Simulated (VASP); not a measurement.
# HCl (Fmmm) in VASP: notebook

The runs below take HCl through single point, with PBEsol.

All numbers are computed with VASP 6.6.1; they aren't measurements. Logs are shortened: lines on timing, memory, paths and dates and some standing lists are left out, and cuts for length are marked.

## (1) The cell of the first run

The structure is orthorhombic, space group Fmmm (No. 69). The conventional cell has a = 5.030 Å, b = 5.350 Å, c = 6.010 Å, α = 90.00°, β = 90.00°, γ = 90.00°. Within 3.3 Å of H (site symmetry mmm) lie 6 Cl at 2.52 to 3.00 Å. Cl (site symmetry mmm) has 6 H at 2.52 to 3.00 Å within 3.3 Å.

## (2) Single point, PBEsol (strain +0.0525 x Voigt [0, 0, 1, 0, 0, 0])

The input, INCAR:

```
SYSTEM = HCl
  ALGO = Normal
  EDIFF = 1E-7
  ENCUT = 520
  GGA = PS
  ISIF = 2
  ISMEAR = 0
  LASPH = .TRUE.
  LCHARG = .FALSE.
  LREAL = .FALSE.
  LWAVE = .FALSE.
  NBANDS = 11
  NELM = 100
  PREC = Accurate
  SIGMA = 0.15
```

The input, KPOINTS:

```
k-points
0
G
  16 16 16
  0 0 0
```

The input, POSCAR:

```
HCl
1.0
    0.0000000000      2.6750000000      3.0048875000
    2.5150000000      0.0000000000      3.0048875000
    2.5150000000      2.6750000000      0.0000000000
H Cl
1 1
Direct
    0.0000000000      0.0000000000      0.0000000000
    0.5000000000      0.5000000000      0.5000000000
```

Potentials or basis: VASP PAW PBE potentials, release 64 (H, Cl).

Launch:

```bash
$ cat potpaw_PBE.64/H/POTCAR potpaw_PBE.64/Cl/POTCAR > POTCAR
$ mpirun -np 1 vasp_std > vasp.out
```

OUTCAR:

```text
SYSTEM = HCl
   EDIFF = 1E-7
   ENCUT = 520
   GGA = PS
   ISIF = 2
   ISMEAR = 0
   LASPH = .TRUE.
   LREAL = .FALSE.
   NELM = 100
   PREC = Accurate

 ion  position               nearest neighbor table
   1  0.000  0.000  0.000-
   2  0.500  0.500  0.500-

  LATTYP: Found a face centered orthorhombic cell.
 ALAT       =     5.0300000000
 B/A-ratio  =     1.0636182903
 C/A-ratio  =     1.1947862823

  Lattice vectors:

 A1 = (   0.0000000000,   2.6750000000,   3.0048875000)
 A2 = (   2.5150000000,   0.0000000000,   3.0048875000)
 A3 = (   2.5150000000,   2.6750000000,   0.0000000000)

Analysis of symmetry for initial positions (statically):
=====================================================================
 Subroutine PRICEL returns:
 Original cell was already a primitive cell.

 Routine SETGRP: Setting up the symmetry group for a
 face centered orthorhombic supercell.

 Subroutine GETGRP returns: Found  8 space group operations
 (whereof  8 operations were pure point group operations)
 out of a pool of  8 trial point group operations.

The static configuration has the point symmetry D_2h.

Analysis of symmetry for dynamics (positions and initial velocities):
=====================================================================
 Subroutine PRICEL returns:
 Original cell was already a primitive cell.

 Routine SETGRP: Setting up the symmetry group for a
 face centered orthorhombic supercell.

 Subroutine GETGRP returns: Found  8 space group operations
 (whereof  8 operations were pure point group operations)
 out of a pool of  8 trial point group operations.

The dynamic configuration has the point symmetry D_2h.

 Subroutine INISYM returns: Found  8 space group operations
 (whereof  8 operations are pure point group operations),
 and found     1 'primitive' translations

----------------------------------------------------------------------------------------

                                     Primitive cell

  volume of cell :      40.4315

  direct lattice vectors                    reciprocal lattice vectors
     0.000000000  2.675000000  3.004887500    -0.198807157  0.186915888  0.166395581
     2.515000000  0.000000000  3.004887500     0.198807157 -0.186915888  0.166395581
     2.515000000  2.675000000  0.000000000     0.198807157  0.186915888 -0.166395581

  length of vectors
     4.023055293  3.918491277  3.671627704     0.319608079  0.319608079  0.319608079

  position of ions in fractional coordinates (direct lattice)
     0.000000000  0.000000000  0.000000000
     0.500000000  0.500000000  0.500000000

  ion indices of the primitive-cell ions
   primitive index   ion index
                 1           1
                 2           2

----------------------------------------------------------------------------------------

 KPOINTS: k-points

Automatic generation of k-mesh.
 Grid dimensions read from file:
 generate k-points for:   16   16   16

 Generating k-lattice:

  Cartesian coordinates                     Fractional coordinates (reciprocal lattice)
    -0.012425447  0.011682243  0.010399724     0.062500000  0.000000000  0.000000000
     0.012425447 -0.011682243  0.010399724     0.000000000  0.062500000  0.000000000
     0.012425447  0.011682243 -0.010399724     0.000000000  0.000000000  0.062500000

  Length of vectors
     0.019975505  0.019975505  0.019975505

  Shift w.r.t. Gamma in fractional coordinates (k-lattice)
     0.000000000  0.000000000  0.000000000

 Subroutine IBZKPT returns following result:
 ===========================================

 Found    621 irreducible k-points:

 Following reciprocal coordinates:
            Coordinates               Weight
  0.000000  0.000000  0.000000      1.000000
  0.062500  0.000000 -0.000000      8.000000
  0.125000  0.000000 -0.000000      8.000000
  0.187500  0.000000 -0.000000      8.000000
  0.250000  0.000000 -0.000000      8.000000
  0.312500  0.000000 -0.000000      8.000000
[... 16 lines left out ...]
 -0.125000  0.062500  0.000000      8.000000
 -0.062500  0.062500  0.000000      4.000000
 [... further k-points ...]
   k-points           NKPTS =    621   k-points in BZ     NKDIM =    621   number of bands    NBANDS=     11
   number of dos      NEDOS =    301   number of ions     NIONS =      2
   total plane-waves  NPLWV =  25200
   dimension x,y,z NGX =    30 NGY =   30 NGZ =   28
   dimension x,y,z NGXF=    60 NGYF=   60 NGZF=   56
   ions per type =               1   1
   NGX,Y,Z   is equivalent  to a cutoff of  12.40, 12.73, 12.68 a.u.
   NGXF,Y,Z  is equivalent  to a cutoff of  24.79, 25.46, 25.36 a.u.
 SYSTEM =  HCl
   PREC   = accura    normal or accurate (medium, high low for compatibility)
   ISTART =      0    job   : 0-new  1-cont  2-samecut
   ICHARG =      2    charge: 1-file 2-atom 10-const
   ISPIN  =      1    spin polarized calculation?
   LNONCOLLINEAR =      F non collinear calculations
   LSORBIT =      F    spin-orbit coupling
[... 32 lines left out ...]
   LEPSILON=     F    determine dielectric tensor
   LRPA    =     F    only Hartree local field effects (RPA)
 non-spin polarized calculation
 Gauss-broadening in eV      SIGMA  =   0.15
  energy-cutoff  :      520.00
  volume of cell :       40.43
 maximum number of plane-waves:      1102
 NGX is ok and might be reduce to    30
   NGX = 15   NGY = 15   NGZ = 13

 number of electron       8.0000001 magnetization

 Free energy of the ion-electron system (eV)
  ---------------------------------------------------
  ext. energy  EPLUGINS =         0.00000000
  ---------------------------------------------------
  free energy    TOTEN  =        -3.20062674 eV

  energy without entropy =       -3.19763035  energy(sigma->0) =       -3.19912854

 E-fermi :  -2.0740     XC(G=0):  -7.8317

 val. band max:       -2.0923544394   @ k =   0.4375   0.4375   0.0000
 cond. band min:      -2.0650964000   @ k =   0.5000   0.0000   0.4375
 fundamental gap:      0.0272580394
 Fermi energy:        -2.0740482603

 k-point     1 :       0.0000    0.0000    0.0000
  band No.  band energies     occupation
      1     -15.3162      2.00000
      2      -2.3996      1.99785
      3      -2.2408      1.88414
      4      -2.2014      1.77027
      5      -2.1520      1.53768
      6       8.4944      0.00000
      7       9.7765      0.00000
      8      10.7094      0.00000
      9      11.1415      0.00000
     10      12.5225      0.00000
     11      12.9656      0.00000

 k-point     2 :       0.0625    0.0000   -0.0000
  band No.  band energies     occupation
      1     -15.3017      2.00000
      2      -2.8479      2.00000
      3      -2.2886      1.95695
      4      -2.1786      1.67580
      5      -1.7100      0.00060
      6       8.4360      0.00000
      7       9.7770      0.00000
      8      10.5739      0.00000
      9      11.0725      0.00000
     10      12.1983      0.00000
     11      13.3156      0.00000

 k-point     3 :       0.1250    0.0000   -0.0000
  band No.  band energies     occupation
      1     -15.2597      2.00000
      2      -3.4022      2.00000
      3      -2.2947      1.96247
      4      -2.2196      1.83011
      5      -1.1975      0.00000
      6       8.1899      0.00000
      7       9.7276      0.00000
      8      10.3104      0.00000
      9      11.1236      0.00000
     10      11.8392      0.00000
     11      12.8891      0.00000

 k-point     4 :       0.1875    0.0000   -0.0000
  band No.  band energies     occupation
      1     -15.1955      2.00000
      2      -3.9328      2.00000
      3      -2.3084      1.97289
      4      -2.2735      1.93993
      5      -0.7300      0.00000
      6       7.6975      0.00000
      7       9.6407      0.00000
      8      10.1515      0.00000
      9      11.1120      0.00000
     10      11.9172      0.00000
     11      12.4251      0.00000
[... 239 lines left out ...]
 k-point    22 :      -0.1875    0.0625    0.0000
  band No.  band energies     occupation
      1     -15.1466      2.00000
      2      -4.2981      2.00000
      3      -2.3264      1.98263
      4      -2.2660      1.92972
      5      -0.3842      0.00000
      6       7.6465      0.00000
      7       9.2660      0.00000
      8      10.0078      0.00000
      9      10.9629      0.00000
     10      11.8539      0.00000
     11      12.5724      0.00000

 k-point    23 :      -0.1250    0.0625    0.0000
  band No.  band energies     occupation
      1     -15.2183      2.00000
      2      -3.8275      2.00000
      3      -2.2667      1.93073
      4      -2.2467      1.89635
      5      -0.8037      0.00000
      6       8.2264      0.00000
      7       9.5044      0.00000
      8       9.9608      0.00000
      9      11.2156      0.00000
     10      11.7261      0.00000
     11      12.3565      0.00000

 k-point    24 :      -0.0625    0.0625    0.0000
  band No.  band energies     occupation
      1     -15.2723      2.00000
      2      -3.3276      2.00000
      3      -2.2692      1.93423
      4      -2.1916      1.73210
      5      -1.2679      0.00000
      6       8.4703      0.00000
      7       9.9160      0.00000
      8       9.9876      0.00000
      9      11.0935      0.00000
     10      11.9219      0.00000
     11      12.8876      0.00000

 [... further k-points ...]
[... 5 lines left out ...]
  --------------------------------------------------------------------------------------
  -------------------------------------------------------------------------------------
  Total       -4.1504846     -2.6596496     -1.1439238      0.0000000      0.0000000      0.0000000
  in kB     -164.4710272   -105.3937892    -45.3302057      0.0000000      0.0000000      0.0000000
  external PRESSURE =    -105.0650074 kB  Pullay stress =       0.0000000 kB

 VOLUME and BASIS-vectors are now :
 -----------------------------------------------------------------------------
  energy-cutoff  :      520.00
  volume of cell :       40.43
      direct lattice vectors                 reciprocal lattice vectors
     0.000000000  2.675000000  3.004887500    -0.198807157  0.186915888  0.166395581
     2.515000000  0.000000000  3.004887500     0.198807157 -0.186915888  0.166395581
     2.515000000  2.675000000  0.000000000     0.198807157  0.186915888 -0.166395581

 POSITION                                       TOTAL-FORCE (eV/Angst)
 -----------------------------------------------------------------------------------
      0.00000      0.00000      0.00000        -0.000000     -0.000000     -0.000000
      2.51500      2.67500      3.00489         0.000000      0.000000      0.000000
 -----------------------------------------------------------------------------------
    total drift:                                0.000000     -0.000000      0.000000

  FREE ENERGIE OF THE ION-ELECTRON SYSTEM (eV)
  ---------------------------------------------------
  free  energy   TOTEN  =        -3.2006267378 eV

  energy  without entropy=       -3.1976303471  energy(sigma->0) =       -3.19912854
```

It took 6.2 min on 1 thread of Intel Xeon Platinum 8175M at 2.50GHz (Skylake/Cascade Lake), shared host; peak memory 0.36 GiB.

Results:

```
Free energy            : -3.2006 eV
Pressure               : -10.5 GPa
Band gap on the k mesh : zero (band 4 reaches -2.17 eV, above the bottom of band 5 at -2.36 eV)
```

Caveat: the cell differs from its parent crystal (strain +0.0525 x Voigt [0, 0, 1, 0, 0, 0]); the PAW data sets were made with another functional, which shifts forces and pressure a little.

## (3) Single point, PBEsol (strain +0.0600 x Voigt [0, 0, 1, 0, 0, 0])

The input, INCAR:

```
ALGO = Normal ; EDIFF = 1E-6
ENCUT = 520 ; GGA = PS
ISIF = 2 ; ISMEAR = 0
LASPH = True ; LCHARG = False
LREAL = False ; LWAVE = False
NBANDS = 11 ; NELM = 80
PREC = Accurate ; SIGMA = 0.15
```

The input, KPOINTS:

```
k-points
0
Gamma
  16 16 16
```

The input, POSCAR:

```
HCl
1.0
    0.0000000000      2.6750000000      3.0263000000
    2.5150000000      0.0000000000      3.0263000000
    2.5150000000      2.6750000000      0.0000000000
H Cl
1 1
Direct
    0.0000000000      0.0000000000      0.0000000000
    0.5000000000      0.5000000000      0.5000000000
```

Potentials or basis: VASP PAW PBE potentials, release 64 (H, Cl).

Launch:

```bash
$ cat potpaw_PBE.64/H/POTCAR potpaw_PBE.64/Cl/POTCAR > POTCAR
$ mpirun -np 1 vasp_std > vasp.out
```

Wall time 4 min (1 thread of Intel Xeon Platinum 8175M at 2.50GHz (Skylake/Cascade Lake), shared host); peak memory 0.36 GiB.

Results (log left out):

| Property | Result |
| --- | --- |
| Free energy | -3.1928 eV |
| Pressure | -10.5 GPa |
| Band gap on the k mesh | zero (band 4 reaches -2.21 eV, above the bottom of band 5 at -2.39 eV) |

Stress tensor (GPa, compression positive):
```
-16.46   0.00   0.00
  0.00 -10.57   0.00
  0.00   0.00  -4.33
```

Levels at points of the mesh, in eV from the Fermi level:
| k point | band 1 | band 2 | band 3 | band 4 | band 5 | band 6 | band 7 | band 8 | band 9 |
| --- | --- | --- | --- | --- | --- | --- | --- | --- | --- |
| (0.00, 0.00, 0.00) | -13.23 | -0.33 | -0.17 | -0.13 | -0.08 | 10.48 | 11.82 | 12.81 | 13.24 |
| (0.50, 0.00, 0.00) | -12.82 | -3.30 | -0.47 | -0.24 | 2.57 | 7.80 | 10.54 | 11.78 | 13.97 |
| (0.50, 0.50, 0.00) | -12.87 | -1.86 | -0.76 | -0.48 | -0.09 | 9.76 | 10.99 | 15.09 | 15.27 |
| (0.50, 0.00, 0.50) | -12.67 | -1.97 | -1.26 | -0.46 | -0.24 | 9.44 | 12.26 | 13.71 | 14.13 |
| (0.00, 0.50, 0.50) | -12.62 | -1.98 | -1.23 | -0.67 | -0.28 | 9.09 | 13.00 | 13.66 | 14.62 |

Caveat: the cell differs from its parent crystal (strain +0.0600 x Voigt [0, 0, 1, 0, 0, 0]); the PAW data sets were made with another functional, which shifts forces and pressure a little.

## (4) Single point, PBEsol (strain +0.0150 x Voigt [0, 0, 1, 0, 0, 0])

The input, INCAR:

```
  ALGO = Normal
  EDIFF = 1E-6
  ENCUT = 520
  GGA = PS
  ISIF = 2
  ISMEAR = 0
  LASPH = True
  LCHARG = False
  LREAL = False
  LWAVE = False
  NBANDS = 11
  NELM = 80
  PREC = Accurate
  SIGMA = 0.15
```

KPOINTS is that of step 3.

The input, POSCAR:

```
HCl
1.0
    0.0000000000      2.6750000000      2.8978250000
    2.5150000000      0.0000000000      2.8978250000
    2.5150000000      2.6750000000      0.0000000000
H Cl
1 1
Direct
    0.0000000000      0.0000000000      0.0000000000
    0.5000000000      0.5000000000      0.5000000000
```

Launch:

```bash
$ cat potpaw_PBE.64/H/POTCAR potpaw_PBE.64/Cl/POTCAR > POTCAR
$ mpirun -np 1 vasp_std > vasp.out
```

Run time: 2.5 min. Hardware: 1 thread of AMD EPYC 9R45 (Zen 5), shared host; peak memory 0.32 GiB.

Results (log left out):

```yaml
Free_energy: -3.2458 eV
Pressure: -10.8 GPa
Band_gap_on_the_k_mesh: zero (band 4 reaches -1.93 eV, above the bottom of band 5 at -2.16 eV)
```

Stress tensor (GPa, compression positive):
```
-16.27   0.00   0.00
  0.00 -10.32   0.00
  0.00   0.00  -5.69
```

Levels at points of the mesh, in eV from the Fermi level:
| k point | band 2 | band 3 | band 4 | band 5 | band 6 | band 7 |
| --- | --- | --- | --- | --- | --- | --- |
| (0.00, 0.00, 0.00) | -0.30 | -0.17 | -0.12 | -0.06 | 11.05 | 12.01 |
| (0.50, 0.00, 0.00) | -3.42 | -0.45 | -0.27 | 2.60 | 7.81 | 10.64 |
| (0.50, 0.50, 0.00) | -2.02 | -0.85 | -0.55 | -0.15 | 9.59 | 11.50 |
| (0.50, 0.00, 0.50) | -2.08 | -1.20 | -0.54 | -0.26 | 9.36 | 12.37 |
| (0.00, 0.50, 0.50) | -2.09 | -1.18 | -0.79 | -0.31 | 9.04 | 13.12 |

Caveat: the cell differs from its parent crystal (strain +0.0150 x Voigt [0, 0, 1, 0, 0, 0]); the PAW data sets were made with another functional, which shifts forces and pressure a little.

## (5) Single point, PBEsol (strain +0.0300 x Voigt [0, 0, 1, 0, 0, 0])

The input, INCAR:

```
SYSTEM = HCl
PREC = Accurate ; ENCUT = 520
EDIFF = 1E-7 ; ISMEAR = 0
SIGMA = 0.15 ; LREAL = .False.
LASPH = .True. ; NELM = 60
ALGO = Normal ; ISIF = 2
LWAVE = .False. ; LCHARG = .False.
GGA = PS ; NBANDS = 11
```

The input, KPOINTS:

```
regular mesh
0
Gamma
  16 16 16
  0 0 0
```

The input, POSCAR:

```
HCl
1.0
    0.0000000000      2.6750000000      2.9406500000
    2.5150000000      0.0000000000      2.9406500000
    2.5150000000      2.6750000000      0.0000000000
H Cl
1 1
Direct
    0.0000000000      0.0000000000      0.0000000000
    0.5000000000      0.5000000000      0.5000000000
```

Launch:

```bash
$ cat potpaw_PBE.64/H/POTCAR potpaw_PBE.64/Cl/POTCAR > POTCAR
$ mpirun -np 1 vasp_std > vasp.out
```

It took 2.5 min on 1 thread of AMD EPYC 9R45 (Zen 5), shared host; peak memory 0.32 GiB.

Results (log left out):

```
Free energy            : -3.2265 eV
Pressure               : -10.7 GPa
Band gap on the k mesh : zero (band 4 reaches -2.02 eV, above the bottom of band 5 at -2.24 eV)
```

Stress tensor (GPa, compression positive):
```
-16.37   0.00   0.00
  0.00 -10.43   0.00
  0.00   0.00  -5.20
```

Levels at points of the mesh, in eV from the Fermi level:
```csv
k point,band 1,band 2,band 3,band 4,band 5,band 6,band 7,band 8
"(0.00, 0.00, 0.00)",-13.29,-0.31,-0.17,-0.12,-0.07,10.85,11.94,12.71
"(0.50, 0.00, 0.00)",-12.85,-3.38,-0.45,-0.26,2.58,7.80,10.61,11.70
"(0.50, 0.50, 0.00)",-12.87,-1.97,-0.82,-0.53,-0.13,9.65,11.32,15.18
"(0.50, 0.00, 0.50)",-12.71,-2.04,-1.22,-0.51,-0.25,9.39,12.33,14.03
"(0.00, 0.50, 0.50)",-12.65,-2.05,-1.20,-0.75,-0.30,9.05,13.08,14.00
```

Caveat: the cell differs from its parent crystal (strain +0.0300 x Voigt [0, 0, 1, 0, 0, 0]); the PAW data sets were made with another functional, which shifts forces and pressure a little.

## (6) Single point, PBEsol (strain +0.0450 x Voigt [0, 0, 1, 0, 0, 0])

Changes to INCAR since step 5:

```diff
@@ -2,3 +2,3 @@
 PREC = Accurate ; ENCUT = 520
-EDIFF = 1E-7 ; ISMEAR = 0
+EDIFF = 1E-6 ; ISMEAR = 0
 SIGMA = 0.15 ; LREAL = .False.
```

KPOINTS is that of step 5.

The input, POSCAR:

```
HCl
1.0
    0.0000000000      2.6750000000      2.9834750000
    2.5150000000      0.0000000000      2.9834750000
    2.5150000000      2.6750000000      0.0000000000
H Cl
1 1
Direct
    0.0000000000      0.0000000000      0.0000000000
    0.5000000000      0.5000000000      0.5000000000
```

Potentials or basis: VASP PAW PBE potentials, release 64 (H, Cl).

Launch:

```bash
$ cat potpaw_PBE.64/H/POTCAR potpaw_PBE.64/Cl/POTCAR > POTCAR
$ mpirun -np 1 vasp_std > vasp.out
```

Wall time 2.3 min (1 thread of AMD EPYC 9R45 (Zen 5), shared host); peak memory 0.33 GiB.

Results (log left out):

```yaml
Free_energy: -3.2089 eV
Pressure: -10.6 GPa
Band_gap_on_the_k_mesh: zero (band 4 reaches -2.12 eV, above the bottom of band 5 at -2.32 eV)
```

Stress tensor (GPa, compression positive):
```
-16.43   0.00   0.00
  0.00 -10.51   0.00
  0.00   0.00  -4.75
```

Levels at points of the mesh, in eV from the Fermi level:
```tsv
k point	band 2	band 3	band 4	band 5	band 6	band 7
(0.00, 0.00, 0.00)	-0.32	-0.17	-0.13	-0.07	10.66	11.88
(0.50, 0.00, 0.00)	-3.34	-0.46	-0.25	2.58	7.80	10.57
(0.50, 0.50, 0.00)	-1.91	-0.79	-0.50	-0.11	9.70	11.15
(0.50, 0.00, 0.50)	-2.00	-1.24	-0.48	-0.24	9.41	12.29
(0.00, 0.50, 0.50)	-2.01	-1.22	-0.71	-0.29	9.07	13.04
```

Caveat: the cell differs from its parent crystal (strain +0.0450 x Voigt [0, 0, 1, 0, 0, 0]); the PAW data sets were made with another functional, which shifts forces and pressure a little.

## (7) Overview

| cell | gap on the mesh (eV) | pressure (GPa) |
| --- | --- | --- |
| a = 4.023, b = 3.918, c = 3.672 Å, angles 63.9, 61.0, 55.1°, 2 atoms | none | -10.5 |
| a = 4.039, b = 3.935, c = 3.672 Å, angles 64.0, 61.2, 54.8°, 2 atoms | none | -10.5 |
| a = 3.944, b = 3.837, c = 3.672 Å, angles 63.3, 60.4, 56.3°, 2 atoms | none | -10.8 |
| a = 3.975, b = 3.869, c = 3.672 Å, angles 63.6, 60.6, 55.8°, 2 atoms | none | -10.7 |
| a = 4.007, b = 3.902, c = 3.672 Å, angles 63.8, 60.9, 55.3°, 2 atoms | none | -10.6 |

Alike in all rows: task single point; level PBEsol; potentials or basis VASP PAW PBE potentials, release 64 (H, Cl); no spin polarisation; k mesh 16 × 16 × 16; cutoff (eV) 520; smearing gaussian 0.15 eV.

Caveats: the PAW data sets were made with another functional, which shifts forces and pressure a little.

Absolute energies hang on the potentials; compare differences alone.
